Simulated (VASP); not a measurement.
# Cd3InO (Pmmm) in VASP: notebook

Cd3InO is run at these levels: PBE; tasks: single point.

All numbers are computed with VASP 6.6.1; they aren't measurements. Logs are shortened: lines on timing, memory, paths and dates and some standing lists are left out, and cuts for length are marked.

### 1 The cell of the first run

It takes space group Pmmm (No. 47, orthorhombic). Conventional cell: a = 3.242 Å, b = 5.747 Å, c = 5.945 Å, α = 90.00°, β = 90.00°, γ = 90.00°. Cd (site symmetry mm2) has 2 O at 2.27 Å and 1 Cd at 2.75 Å within 3.0 Å. Within 3.9 Å of Cd (site symmetry mmm) lie 2 In at 2.97 Å and 6 Cd at 3.24 to 3.29 Å and 4 O at 3.30 Å. In (site symmetry mmm) has 6 Cd at 2.97 to 3.19 Å and 2 In at 3.24 Å within 3.9 Å. O (site symmetry mmm) has 4 Cd at 2.27 Å within 3.0 Å.

The cell was generated, and may not be a known phase.

### 2 Single point, PBE

File INCAR:

```
ALGO = Normal
EDIFF = 1E-7
ENCUT = 520
GGA = PE
ISIF = 2
ISMEAR = 0
LASPH = T
LCHARG = F
LREAL = F
LWAVE = F
NBANDS = 36
NELM = 100
PREC = Accurate
SIGMA = 0.1
```

File KPOINTS:

```
k-points
0
Gamma
  12 6 6
```

File POSCAR:

```
Cd3InO
1.0
    3.2421398117      0.0000000000      0.0000000000
    0.0000000000      5.7474359225      0.0000000000
    0.0000000000      0.0000000000      5.9453308348
Cd In O
3 1 1
Direct
    0.0000000000      0.0000000000      0.2683395644
    0.0000000000      0.0000000000      0.7316604356
    0.0000000000      0.5000000000      0.0000000000
    0.0000000000      0.5000000000      0.5000000000
    0.5000000000      0.0000000000      0.0000000000
```

Potentials or basis: VASP PAW PBE potentials, release 64 (Cd, In_d, O).

Run with:

```sh
$ cat potpaw_PBE.64/Cd/POTCAR potpaw_PBE.64/In_d/POTCAR potpaw_PBE.64/O/POTCAR > POTCAR
$ mpirun -np 1 vasp_std > vasp.out
```

OUTCAR:

```text
EDIFF = 1E-7
   ENCUT = 520
   GGA = PE
   ISIF = 2
   ISMEAR = 0
   LASPH = T
   LREAL = F
   NELM = 100
   PREC = Accurate

 ion  position               nearest neighbor table
   1  0.000  0.000  0.268-   5 2.27   5 2.27   2 2.75   4 3.19   4 3.19   2 3.19   3 3.29   3 3.29

   2  0.000  0.000  0.732-   5 2.27   5 2.27   1 2.75   4 3.19   4 3.19   1 3.19   3 3.29   3 3.29

   3  0.000  0.500  0.000-   4 2.97   4 2.97   1 3.29   2 3.29   1 3.29   2 3.29
   4  0.000  0.500  0.500-   3 2.97   3 2.97   1 3.19   2 3.19   1 3.19   2 3.19
   5  0.500  0.000  0.000-   1 2.27   2 2.27   1 2.27   2 2.27

  LATTYP: Found a simple orthorhombic cell.
 ALAT       =     3.2421398117
 B/A-ratio  =     1.7727292024
 C/A-ratio  =     1.8337675671

  Lattice vectors:

 A1 = (   3.2421398117,   0.0000000000,   0.0000000000)
 A2 = (   0.0000000000,   5.7474359225,   0.0000000000)
 A3 = (   0.0000000000,   0.0000000000,   5.9453308348)

Analysis of symmetry for initial positions (statically):
=====================================================================
 Subroutine PRICEL returns:
 Original cell was already a primitive cell.

 Routine SETGRP: Setting up the symmetry group for a
 simple orthorhombic supercell.

 Subroutine GETGRP returns: Found  8 space group operations
 (whereof  8 operations were pure point group operations)
 out of a pool of  8 trial point group operations.

The static configuration has the point symmetry D_2h.

Analysis of symmetry for dynamics (positions and initial velocities):
=====================================================================
 Subroutine PRICEL returns:
 Original cell was already a primitive cell.

 Routine SETGRP: Setting up the symmetry group for a
 simple orthorhombic supercell.

 Subroutine GETGRP returns: Found  8 space group operations
 (whereof  8 operations were pure point group operations)
 out of a pool of  8 trial point group operations.

The dynamic configuration has the point symmetry D_2h.

 Subroutine INISYM returns: Found  8 space group operations
 (whereof  8 operations are pure point group operations),
 and found     1 'primitive' translations

----------------------------------------------------------------------------------------

                                     Primitive cell

  volume of cell :     110.7852

  direct lattice vectors                    reciprocal lattice vectors
     3.242139812  0.000000000  0.000000000     0.308438272  0.000000000  0.000000000
     0.000000000  5.747435923  0.000000000     0.000000000  0.173990631  0.000000000
     0.000000000  0.000000000  5.945330835     0.000000000  0.000000000  0.168199218

  length of vectors
     3.242139812  5.747435923  5.945330835     0.308438272  0.173990631  0.168199218

  position of ions in fractional coordinates (direct lattice)
     0.000000000  0.000000000  0.268339564
     0.000000000  0.000000000  0.731660436
     0.000000000  0.500000000  0.000000000
     0.000000000  0.500000000  0.500000000
     0.500000000  0.000000000  0.000000000

  ion indices of the primitive-cell ions
   primitive index   ion index
                 1           1
                 2           2
                 3           3
                 4           4
                 5           5

----------------------------------------------------------------------------------------

 KPOINTS: k-points

Automatic generation of k-mesh.
 Grid dimensions read from file:
 generate k-points for:   12    6    6

 Generating k-lattice:

  Cartesian coordinates                     Fractional coordinates (reciprocal lattice)
     0.025703189  0.000000000  0.000000000     0.083333333  0.000000000  0.000000000
     0.000000000  0.028998438  0.000000000     0.000000000  0.166666667  0.000000000
     0.000000000  0.000000000  0.028033203     0.000000000  0.000000000  0.166666667

  Length of vectors
     0.025703189  0.028998438  0.028033203

  Shift w.r.t. Gamma in fractional coordinates (k-lattice)
     0.000000000  0.000000000  0.000000000

 Subroutine IBZKPT returns following result:
 ===========================================

 Found    112 irreducible k-points:

 Following reciprocal coordinates:
            Coordinates               Weight
  0.000000  0.000000  0.000000      1.000000
  0.083333  0.000000  0.000000      2.000000
  0.166667  0.000000  0.000000      2.000000
  0.250000  0.000000  0.000000      2.000000
  0.333333  0.000000  0.000000      2.000000
  0.416667  0.000000  0.000000      2.000000
[... 16 lines left out ...]
  0.083333  0.500000  0.000000      2.000000
  0.166667  0.500000  0.000000      2.000000
 [... further k-points ...]
   k-points           NKPTS =    112   k-points in BZ     NKDIM =    112   number of bands    NBANDS=     36
   number of dos      NEDOS =    301   number of ions     NIONS =      5
   total plane-waves  NPLWV =  55296
   dimension x,y,z NGX =    24 NGY =   48 NGZ =   48
   dimension x,y,z NGXF=    48 NGYF=   96 NGZF=   96
   ions per type =               3   1   1
   NGX,Y,Z   is equivalent  to a cutoff of  12.31, 13.88, 13.42 a.u.
   NGXF,Y,Z  is equivalent  to a cutoff of  24.61, 27.77, 26.84 a.u.
 SYSTEM =  unknown system
   PREC   = accura    normal or accurate (medium, high low for compatibility)
   ISTART =      0    job   : 0-new  1-cont  2-samecut
   ICHARG =      2    charge: 1-file 2-atom 10-const
   ISPIN  =      1    spin polarized calculation?
   LNONCOLLINEAR =      F non collinear calculations
   LSORBIT =      F    spin-orbit coupling
   LASPH  =      T    aspherical Exc in radial PAW
   ENCUT  =  520.0 eV  38.22 Ry    6.18 a.u.   6.03 10.69 11.05*2*pi/ulx,y,z
   NELM   =    100;   NELMIN=  2; NELMDL= -5     # of ELM steps
   EDIFF  = 0.1E-06   stopping-criterion for ELM
   LREAL  =      F    real-space projection
   EDIFFG = 0.1E-05   stopping-criterion for IOM
   NSW    =      0    number of steps for IOM
   IBRION =     -1    ionic relax: 0-MD 1-quasi-New 2-CG
   NFREE  =      0    steps in history (QN), initial steepest desc. (CG)
   ISIF   =      2    stress and relaxation
   ISYM   =      2    0-nonsym 1-usesym 2-fastsym
   POTIM  = 0.5000    time-step for ionic-motion
   TEBEG  =    0.0;   TEEND  =   0.0 temperature during run
   PSTRESS=    0.0 pullay stress
   NELECT =      55.0000    total number of electrons
   NUPDOWN=      -1.0000    fix difference up-down
   EMIN   =  10.00;   EMAX   =-10.00  energy-range for DOS
   EFERMI =   0.00;   METHOD = LEGACY
   ISMEAR =     0;   SIGMA  =   0.10  broadening in eV -4-tet -1-fermi 0-gaus
   EFERMI_NEDOS =   21; number of points for ismear=-14 and -15
   IALGO  =     38    algorithm
   IMIX   =      4    mixing-type and parameters
     AMIX     =   0.40;   BMIX     =  1.00
     AMIX_MAG =   1.60;   BMIX_MAG =  1.00
  volume/ion in A,a.u.               =      22.16       149.52
  Fermi-wavevector in a.u.,A,eV,Ry     =   1.296289  2.449631 22.862748  1.680365
  Thomas-Fermi vector in A             =   2.427755
   LORBIT       =      0    0 simple, 1 ext, 2 COOP (PROOUT), +10 PAW based schemes
   GGA     = PE    functional components
   LHFCALC =     F    Hartree Fock is set to
   AEXX    =    0.0000 exact exchange contribution
   IVDW    =     0    specifies the selected vdW correction
   LEPSILON=     F    determine dielectric tensor
   LRPA    =     F    only Hartree local field effects (RPA)
 non-spin polarized calculation
 Gauss-broadening in eV      SIGMA  =   0.10
  energy-cutoff  :      520.00
  volume of cell :      110.79
 maximum number of plane-waves:      3012
   NGX = 13   NGY = 21   NGZ = 23

 number of electron      54.9999979 magnetization

 Free energy of the ion-electron system (eV)
  ---------------------------------------------------
  ext. energy  EPLUGINS =         0.00000000
  ---------------------------------------------------
  free energy    TOTEN  =       -10.98330110 eV

  energy without entropy =      -10.97615008  energy(sigma->0) =      -10.97972559

 E-fermi :   3.0839     XC(G=0): -10.1538

 val. band max:        3.0430380891   @ k =   0.3333   0.0000   0.1667
 cond. band min:       3.1035592488   @ k =   0.4167   0.0000   0.0000
 fundamental gap:      0.0605211597
 Fermi energy:         3.0838897611

 k-point     1 :       0.0000    0.0000    0.0000
  band No.  band energies     occupation
      1     -14.8127      2.00000
      2     -11.6004      2.00000
      3     -11.4363      2.00000
      4     -11.4012      2.00000
      5     -11.3040      2.00000
      6     -11.2830      2.00000
[... 28 lines left out ...]
     35      13.2145      0.00000
     36      13.5064      0.00000

 k-point     2 :       0.0833    0.0000    0.0000
  band No.  band energies     occupation
      1     -14.7989      2.00000
      2     -11.5764      2.00000
      3     -11.4348      2.00000
      4     -11.3999      2.00000
      5     -11.3141      2.00000
      6     -11.2932      2.00000
[... 28 lines left out ...]
     35      13.1799      0.00000
     36      13.5503      0.00000

 k-point     3 :       0.1667    0.0000    0.0000
  band No.  band energies     occupation
      1     -14.7612      2.00000
      2     -11.5109      2.00000
      3     -11.4308      2.00000
      4     -11.3964      2.00000
      5     -11.3415      2.00000
      6     -11.3211      2.00000
[... 28 lines left out ...]
     35      11.6479      0.00000
     36      11.7060      0.00000
[... 742 lines left out ...]
 k-point    23 :       0.0833    0.5000    0.0000
  band No.  band energies     occupation
      1     -14.7941      2.00000
      2     -11.5742      2.00000
      3     -11.4353      2.00000
      4     -11.4082      2.00000
      5     -11.3137      2.00000
      6     -11.2935      2.00000
[... 28 lines left out ...]
     35      11.1789      0.00000
     36      11.7348      0.00000

 k-point    24 :       0.1667    0.5000    0.0000
  band No.  band energies     occupation
      1     -14.7576      2.00000
      2     -11.5084      2.00000
      3     -11.4314      2.00000
      4     -11.4045      2.00000
      5     -11.3412      2.00000
      6     -11.3214      2.00000
[... 28 lines left out ...]
     35      10.5912      0.00000
     36      11.7112      0.00000

 [... further k-points ...]

------------------------ aborting loop because EDIFF is reached ----------------------------------------

  FORCE on cell =-STRESS in cart. coord.  units (eV):
  Direction    XX          YY          ZZ          XY          YZ          ZX
  --------------------------------------------------------------------------------------
  -------------------------------------------------------------------------------------
  Total        0.3664247      0.0509614      0.4239139      0.0000000      0.0000000      0.0000000
  in kB        5.2992373      0.7370046      6.1306469      0.0000000      0.0000000      0.0000000
  external PRESSURE =       4.0556296 kB  Pullay stress =       0.0000000 kB

 VOLUME and BASIS-vectors are now :
 -----------------------------------------------------------------------------
  energy-cutoff  :      520.00
  volume of cell :      110.79
      direct lattice vectors                 reciprocal lattice vectors
     3.242139812  0.000000000  0.000000000     0.308438272  0.000000000  0.000000000
     0.000000000  5.747435923  0.000000000     0.000000000  0.173990631  0.000000000
     0.000000000  0.000000000  5.945330835     0.000000000  0.000000000  0.168199218

 POSITION                                       TOTAL-FORCE (eV/Angst)
 -----------------------------------------------------------------------------------
      0.00000      0.00000      1.59537         0.000000      0.000000      0.069967
      0.00000      0.00000      4.34996        -0.000000      0.000000     -0.069967
      0.00000      2.87372      0.00000        -0.000000      0.000000      0.000000
      0.00000      2.87372      2.97267        -0.000000      0.000000      0.000000
      1.62107      0.00000      0.00000        -0.000000      0.000000      0.000000
 -----------------------------------------------------------------------------------
    total drift:                                0.000000      0.000000     -0.000000

  FREE ENERGIE OF THE ION-ELECTRON SYSTEM (eV)
  ---------------------------------------------------
  free  energy   TOTEN  =       -10.9833011036 eV

  energy  without entropy=      -10.9761500830  energy(sigma->0) =      -10.97972559
```

Wall time 12 min (1 thread of Oxide Virtual Turin-like, shared host); peak memory 0.47 GiB.

What came out:

```yaml
Free_energy: -10.9833 eV
Pressure: 0.4 GPa
Largest_force: 0.070 eV/Å
Band_gap_on_the_k_mesh: zero (an odd number of electrons rules out a gap without spin polarisation)
```

Forces on the atoms (eV/Å):
```
Cd   0.000  0.000  0.070
Cd   0.000  0.000 -0.070
Cd   0.000  0.000  0.000
In   0.000  0.000  0.000
O    0.000  0.000  0.000
```

Stress tensor (GPa, compression positive):
```
0.53 0.00 0.00
0.00 0.07 0.00
0.00 0.00 0.61
```

Caveat: spin-orbit coupling is left out, which moves the levels of the heavy elements.

### 3 Single point, PBE

This run uses another cell than the first one, of 22.27 Å³/atom.

File INCAR:

```
PREC = Accurate ; ENCUT = 520
EDIFF = 1E-7 ; ISMEAR = 0
SIGMA = 0.1 ; LREAL = F
LASPH = T ; NELM = 80
ALGO = Normal ; ISIF = 2
LWAVE = F ; LCHARG = F
GGA = PE ; NBANDS = 36
```

File KPOINTS:

```
regular mesh
0
Gamma
  12 8 6
```

File POSCAR:

```
Cd3InO
1.0
    3.2291392513      0.0000000000      0.0000000000
    0.0000000000      5.8094096600      0.0000000000
    0.0000000000      0.0000000000      5.9366539197
Cd In O
3 1 1
Direct
    0.0000000000      0.0000000000      0.2689710565
    0.0000000000      0.0000000000      0.7310289435
    0.0000000000      0.5000000000      0.0000000000
    0.0000000000      0.5000000000      0.5000000000
    0.5000000000      0.0000000000      0.0000000000
```

Potentials or basis: VASP PAW PBE potentials, release 64 (Cd, In_d, O).

Run with:

```sh
$ cat potpaw_PBE.64/Cd/POTCAR potpaw_PBE.64/In_d/POTCAR potpaw_PBE.64/O/POTCAR > POTCAR
$ mpirun -np 1 vasp_std > vasp.out
```

Wall time 14 min (1 thread of Oxide Virtual Turin-like, shared host); peak memory 0.56 GiB.

The run converged. Its results:

* Free energy: -10.9717 eV
* Pressure: 0.4 GPa
* Largest force: 0.071 eV/Å
* Band gap on the k mesh: zero (an odd number of electrons rules out a gap without spin polarisation)

Forces in eV/Å, atoms in the order of the input:
```
Cd   0.000  0.000  0.071
Cd   0.000  0.000 -0.071
Cd   0.000  0.000  0.000
In   0.000  0.000  0.000
O    0.000  0.000  0.000
```

Stress tensor (GPa, compression positive):
```
0.52 0.00 0.00
0.00 0.12 0.00
0.00 0.00 0.64
```

Levels at points of the mesh, in eV from the Fermi level:
| k point | band 25 | band 26 | band 27 | band 28 | band 29 | band 30 | band 31 | band 32 |
| --- | --- | --- | --- | --- | --- | --- | --- | --- |
| (0.00, 0.00, 0.00) | -2.69 | -2.10 | -1.79 | -1.11 | -0.57 | 3.24 | 3.79 | 4.44 |
| (0.50, 0.00, 0.00) | -2.23 | -2.00 | 0.04 | 0.13 | 0.52 | 1.94 | 2.11 | 2.59 |
| (0.00, 0.50, 0.00) | -2.90 | -2.08 | -1.91 | -0.83 | 1.28 | 2.33 | 3.90 | 4.68 |
| (0.50, 0.50, 0.00) | -2.63 | -1.55 | -1.19 | 0.37 | 0.86 | 1.59 | 2.49 | 2.55 |
| (0.00, 0.00, 0.50) | -3.22 | -1.96 | -1.16 | -1.12 | 0.76 | 2.07 | 4.04 | 4.22 |
| (0.50, 0.00, 0.50) | -2.23 | -0.95 | -0.84 | 0.30 | 0.77 | 1.20 | 2.35 | 3.84 |
| (0.00, 0.50, 0.50) | -2.28 | -1.95 | -1.73 | -1.56 | 3.79 | 3.98 | 4.31 | 4.91 |
| (0.50, 0.50, 0.50) | -2.53 | -2.17 | -1.88 | -0.85 | 1.18 | 2.50 | 2.96 | 3.71 |

Caveat: spin-orbit coupling is left out, which moves the levels of the heavy elements.

The gap in the log of VASP goes by the Fermi energy; the results here count the filled bands.